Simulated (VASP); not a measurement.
# TiO2 (P4_2/mnm) in VASP: further runs

TiO2 is run at these levels: PBE; tasks: single point.

Program: VASP 6.6.1. These are calculated values, not measurements. Logs are shortened: lines on timing, memory, paths and dates and some standing lists are left out, and cuts for length are marked.

**1. The cell of the first run**

The structure is tetragonal, space group P4_2/mnm (No. 136). The conventional cell has a = 4.549 Å, b = 4.549 Å, c = 2.904 Å, α = 90.00°, β = 90.00°, γ = 90.00°. Within 2.5 Å of Ti (site symmetry mmm) lie 6 O at 1.92 to 1.96 Å. Within 2.6 Å of O (site symmetry m2m) lie 3 Ti at 1.92 to 1.96 Å and 1 O at 2.51 Å.

**2. Single point, PBE (10.01 Å³/atom)**

Contents of INCAR:

```
PREC     = Accurate       # precision mode
ENCUT    = 520            # plane-wave cutoff, eV
EDIFF    = 1E-7           # SCF threshold, eV
ISMEAR   = 0              # smearing method
SIGMA    = 0.01           # smearing width, eV
LREAL    = F              # projectors in reciprocal space
LASPH    = T              # aspherical terms in the spheres
NELM     = 80             # most SCF steps
ALGO     = Normal         # electronic algorithm
ISIF     = 2              # what is computed and relaxed
LWAVE    = F              # write WAVECAR
LCHARG   = F              # write CHGCAR
GGA      = PE             # functional
NBANDS   = 33             # bands
```

Contents of KPOINTS:

```
Automatic mesh
0
Gamma
  4 4 8
```

Contents of POSCAR:

```
TiO2
1.0
    4.5485136906      0.0000000000      0.0000000000
    0.0000000000      4.5485136906      0.0000000000
    0.0000000000      0.0000000000      2.9035679815
Ti O
2 4
Direct
    0.0000000000      0.0000000000      0.0000000000
    0.5000000000      0.5000000000      0.5000000000
    0.3051320931      0.3051320931      0.0000000000
    0.1948679069      0.8051320931      0.5000000000
    0.8051320931      0.1948679069      0.5000000000
    0.6948679069      0.6948679069      0.0000000000
```

Potentials or basis: VASP PAW PBE potentials, release 64 (Ti_sv, O).

On the command line:

```
cat potpaw_PBE.64/Ti_sv/POTCAR potpaw_PBE.64/O/POTCAR > POTCAR
mpirun -np 1 vasp_std > vasp.out
```

OUTCAR:

```text
PREC = Accurate
   ENCUT = 520
   EDIFF = 1E-7
   ISMEAR = 0
   LREAL = F
   LASPH = T
   NELM = 80
   ISIF = 2
   GGA = PE

 ion  position               nearest neighbor table
   1  0.000  0.000  0.000-   4 1.92   5 1.92   4 1.92   5 1.92   3 1.96   6 1.96
   2  0.500  0.500  0.500-   3 1.92   6 1.92   3 1.92   6 1.92   5 1.96   4 1.96
   3  0.305  0.305  0.000-   2 1.92   2 1.92   1 1.96
   4  0.195  0.805  0.500-   1 1.92   1 1.92   2 1.96
   5  0.805  0.195  0.500-   1 1.92   1 1.92   2 1.96
   6  0.695  0.695  0.000-   2 1.92   2 1.92   1 1.96

  LATTYP: Found a simple tetragonal cell.
 ALAT       =     4.5485136906
 C/A-ratio  =     0.6383553352

  Lattice vectors:

 A1 = (   4.5485136906,   0.0000000000,   0.0000000000)
 A2 = (   0.0000000000,   4.5485136906,   0.0000000000)
 A3 = (   0.0000000000,   0.0000000000,   2.9035679815)

Analysis of symmetry for initial positions (statically):
=====================================================================
 Subroutine PRICEL returns:
 Original cell was already a primitive cell.

 Routine SETGRP: Setting up the symmetry group for a
 simple tetragonal supercell.

 Subroutine GETGRP returns: Found 16 space group operations
 (whereof  8 operations were pure point group operations)
 out of a pool of 16 trial point group operations.

The static configuration has the point symmetry D_2h.
 The point group associated with its full space group is D_4h.

Analysis of symmetry for dynamics (positions and initial velocities):
=====================================================================
 Subroutine PRICEL returns:
 Original cell was already a primitive cell.

 Routine SETGRP: Setting up the symmetry group for a
 simple tetragonal supercell.

 Subroutine GETGRP returns: Found 16 space group operations
 (whereof  8 operations were pure point group operations)
 out of a pool of 16 trial point group operations.

The dynamic configuration has the point symmetry D_2h.
 The point group associated with its full space group is D_4h.

 Subroutine INISYM returns: Found 16 space group operations
 (whereof  8 operations are pure point group operations),
 and found     1 'primitive' translations

----------------------------------------------------------------------------------------

                                     Primitive cell

  volume of cell :      60.0719

  direct lattice vectors                    reciprocal lattice vectors
[... 99 lines left out ...]
   IBRION =     -1    ionic relax: 0-MD 1-quasi-New 2-CG
   NFREE  =      0    steps in history (QN), initial steepest desc. (CG)
   ISIF   =      2    stress and relaxation
   ISYM   =      2    0-nonsym 1-usesym 2-fastsym
   POTIM  = 0.5000    time-step for ionic-motion
   TEBEG  =    0.0;   TEEND  =   0.0 temperature during run
   PSTRESS=    0.0 pullay stress
   NELECT =      48.0000    total number of electrons
   NUPDOWN=      -1.0000    fix difference up-down
   EMIN   =  10.00;   EMAX   =-10.00  energy-range for DOS
   EFERMI =   0.00;   METHOD = LEGACY
   ISMEAR =     0;   SIGMA  =   0.01  broadening in eV -4-tet -1-fermi 0-gaus
   EFERMI_NEDOS =   21; number of points for ismear=-14 and -15
   IALGO  =     38    algorithm
   IMIX   =      4    mixing-type and parameters
     AMIX     =   0.40;   BMIX     =  1.00
     AMIX_MAG =   1.60;   BMIX_MAG =  1.00
  volume/ion in A,a.u.               =      10.01        67.56
  Fermi-wavevector in a.u.,A,eV,Ry     =   1.519142  2.870761 31.399403  2.307791
  Thomas-Fermi vector in A             =   2.628167
   LORBIT       =      0    0 simple, 1 ext, 2 COOP (PROOUT), +10 PAW based schemes
   GGA     = PE    functional components
   LHFCALC =     F    Hartree Fock is set to
   AEXX    =    0.0000 exact exchange contribution
   IVDW    =     0    specifies the selected vdW correction
   LEPSILON=     F    determine dielectric tensor
   LRPA    =     F    only Hartree local field effects (RPA)
 non-spin polarized calculation
 Gauss-broadening in eV      SIGMA  =   0.01
  energy-cutoff  :      520.00
  volume of cell :       60.07
 maximum number of plane-waves:      1634
 NGX is ok and might be reduce to    36
   NGX = 17   NGY = 17   NGZ = 11

 number of electron      48.0000013 magnetization

 Free energy of the ion-electron system (eV)
  ---------------------------------------------------
  ext. energy  EPLUGINS =         0.00000000
  ---------------------------------------------------
  free energy    TOTEN  =       -53.47074429 eV

  energy without entropy =      -53.47074429  energy(sigma->0) =      -53.47074429

 E-fermi :   5.2645     XC(G=0): -11.6150

 val. band max:        5.2152713865   @ k =   0.0000   0.0000   0.0000
 cond. band min:       7.2021801897   @ k =   0.0000   0.0000   0.0000
 fundamental gap:      1.9869088032
 Fermi energy:         5.2645108630

 k-point     1 :       0.0000    0.0000    0.0000
  band No.  band energies     occupation
      1     -51.5245      2.00000
      2     -51.5037      2.00000
      3     -27.8759      2.00000
      4     -27.8759      2.00000
      5     -27.6794      2.00000
      6     -27.6794      2.00000
[... 853 lines left out ...]
     32      11.5282      0.00000
     33      11.6576      0.00000

 [... further k-points ...]

------------------------ aborting loop because EDIFF is reached ----------------------------------------

  FORCE on cell =-STRESS in cart. coord.  units (eV):
  Direction    XX          YY          ZZ          XY          YZ          ZX
  --------------------------------------------------------------------------------------
  -------------------------------------------------------------------------------------
  Total        5.6984558      5.6984558      7.5152534      0.0000000      0.0000000      0.0000000
  in kB      151.9836091    151.9836091    200.4394480      0.0000000      0.0000000      0.0000000
  external PRESSURE =     168.1355554 kB  Pullay stress =       0.0000000 kB

 VOLUME and BASIS-vectors are now :
 -----------------------------------------------------------------------------
  energy-cutoff  :      520.00
  volume of cell :       60.07
      direct lattice vectors                 reciprocal lattice vectors
     4.548513691  0.000000000  0.000000000     0.219852037  0.000000000  0.000000000
     0.000000000  4.548513691  0.000000000     0.000000000  0.219852037  0.000000000
     0.000000000  0.000000000  2.903567982     0.000000000  0.000000000  0.344403853

 POSITION                                       TOTAL-FORCE (eV/Angst)
 -----------------------------------------------------------------------------------
      0.00000      0.00000      0.00000         0.000000      0.000000      0.000000
      2.27426      2.27426      1.45178         0.000000      0.000000      0.000000
      1.38790      1.38790      0.00000        -0.267946     -0.267946      0.000000
      0.88636      3.66215      1.45178         0.267946     -0.267946      0.000000
      3.66215      0.88636      1.45178        -0.267946      0.267946      0.000000
      3.16062      3.16062      0.00000         0.267946      0.267946      0.000000
 -----------------------------------------------------------------------------------
    total drift:                                0.000000      0.000000     -0.000000

  FREE ENERGIE OF THE ION-ELECTRON SYSTEM (eV)
  ---------------------------------------------------
  free  energy   TOTEN  =       -53.4707442871 eV

  energy  without entropy=      -53.4707442871  energy(sigma->0) =      -53.47074429
```

OSZICAR:

```text
N       E                     dE             d eps       ncg     rms          rms(c)
DAV:   1     0.657893397762E+03    0.65789E+03   -0.24129E+04  1980   0.174E+03
DAV:   2     0.262500319685E+02   -0.63164E+03   -0.58480E+03  2157   0.516E+02
DAV:   3    -0.656223713193E+02   -0.91872E+02   -0.90060E+02  2645   0.191E+02
DAV:   4    -0.703832834020E+02   -0.47609E+01   -0.47504E+01  2912   0.407E+01
DAV:   5    -0.705508770548E+02   -0.16759E+00   -0.16757E+00  2646   0.612E+00    0.330E+01
DAV:   6    -0.535949638303E+02    0.16956E+02   -0.71921E+01  2559   0.901E+01    0.106E+01
DAV:   7    -0.536646127620E+02   -0.69649E-01   -0.12331E+01  2472   0.314E+01    0.981E+00
DAV:   8    -0.535108671694E+02    0.15375E+00   -0.43345E-01  2529   0.615E+00    0.682E+00
DAV:   9    -0.535401791733E+02   -0.29312E-01   -0.78173E-01  2546   0.102E+01    0.256E+00
DAV:  10    -0.534799297301E+02    0.60249E-01   -0.31613E-01  2484   0.619E+00    0.933E-01
DAV:  11    -0.534710929575E+02    0.88368E-02   -0.26079E-02  2646   0.114E+00    0.277E-01
DAV:  12    -0.534709110091E+02    0.18195E-03   -0.27630E-03  2348   0.403E-01    0.104E-01
DAV:  13    -0.534707452985E+02    0.16571E-03   -0.60933E-04  2511   0.316E-01    0.237E-02
DAV:  14    -0.534707429889E+02    0.23095E-05   -0.45660E-05  2646   0.589E-02    0.585E-03
DAV:  15    -0.534707438079E+02   -0.81893E-06   -0.38923E-06  2343   0.171E-02    0.355E-03
DAV:  16    -0.534707444946E+02   -0.68677E-06   -0.75853E-07  2376   0.684E-03    0.319E-03
DAV:  17    -0.534707442988E+02    0.19579E-06   -0.22792E-07  1855   0.661E-03    0.504E-04
DAV:  18    -0.534707442871E+02    0.11726E-07   -0.22222E-08  1267   0.107E-03
   1 F= -.53470744E+02 E0= -.53470744E+02  d E =-.130206E-14
```

Run time: 1.8 min. Hardware: 1 thread of AMD EPYC 7R13, shared host; peak memory 0.17 GiB.

Results:

- Free energy: -53.4707 eV
- Pressure: 16.8 GPa
- Largest force: 0.379 eV/Å
- Band gap on the k mesh: 1.99 eV

Forces on the atoms (eV/Å):
```
Ti   0.000  0.000  0.000
Ti   0.000  0.000  0.000
O   -0.268 -0.268  0.000
O    0.268 -0.268  0.000
O   -0.268  0.268  0.000
O    0.268  0.268  0.000
```

Caveat: the cell stands under pressure; the structure was generated, so it needn't be the stable form of TiO2.

**3. Single point, PBE (10.33 Å³/atom)**

This run uses another cell than the first one, of 10.33 Å³/atom.

Contents of INCAR:

```
  PREC = Accurate
  ENCUT = 520
  EDIFF = 1E-6
  ISMEAR = 0
  SIGMA = 0.01
  LREAL = False
  LASPH = True
  NELM = 60
  ALGO = Normal
  ISIF = 2
  LWAVE = False
  LCHARG = True
  GGA = PE
  LELF = True
  LVHAR = True
  NBANDS = 33
```

Contents of KPOINTS:

```
regular mesh
0
Gamma
  4 4 8
```

Edit POSCAR of step 2 so:

```diff
@@ -2,5 +2,5 @@
 1.0
-    4.5485136906      0.0000000000      0.0000000000
-    0.0000000000      4.5485136906      0.0000000000
-    0.0000000000      0.0000000000      2.9035679815
+    4.5963963008      0.0000000000      0.0000000000
+    0.0000000000      4.5963963008      0.0000000000
+    0.0000000000      0.0000000000      2.9341341012
 Ti O
```

Potentials or basis: VASP PAW PBE potentials, release 64 (Ti_sv, O).

On the command line:

```
cat potpaw_PBE.64/Ti_sv/POTCAR potpaw_PBE.64/O/POTCAR > POTCAR
mpirun -np 1 vasp_std > vasp.out
```

It took 99 s on 1 thread of AMD EPYC 7R13, shared host; peak memory 0.17 GiB.

Results (log left out):

* Free energy: -53.6217 eV
* Pressure: 8.1 GPa
* Largest force: 0.194 eV/Å
* Band gap on the k mesh: 1.91 eV

Forces on the atoms (eV/Å):
```
Ti   0.000  0.000  0.000
Ti   0.000  0.000  0.000
O   -0.138 -0.138  0.000
O    0.138 -0.138  0.000
O   -0.138  0.138  0.000
O    0.138  0.138  0.000
```

Stress tensor (GPa, compression positive):
```
7.28 0.00 0.00
0.00 7.28 0.00
0.00 0.00 9.67
```

Levels at points of the mesh, in eV from the valence-band top:
```
           k point  band 22  band 23  band 24  band 25  band 26  band 27
(0.00, 0.00, 0.00)    -0.43    -0.43     0.00     1.91     2.22     2.49
(0.50, 0.00, 0.00)    -1.57    -0.74    -0.74     2.60     2.60     3.08
(0.50, 0.50, 0.00)    -1.25    -1.04    -1.04     1.95     1.95     2.59
(0.00, 0.00, 0.50)    -2.33    -1.42    -1.42     3.00     3.00     3.29
(0.50, 0.00, 0.50)    -2.05    -1.02    -1.02     1.95     1.95     3.31
(0.50, 0.50, 0.50)    -1.26    -0.67    -0.67     2.63     2.63     3.28
```

Caveat: the cell stands under pressure; the structure was generated, so it needn't be the stable form of TiO2. A k mesh can miss the band edges.
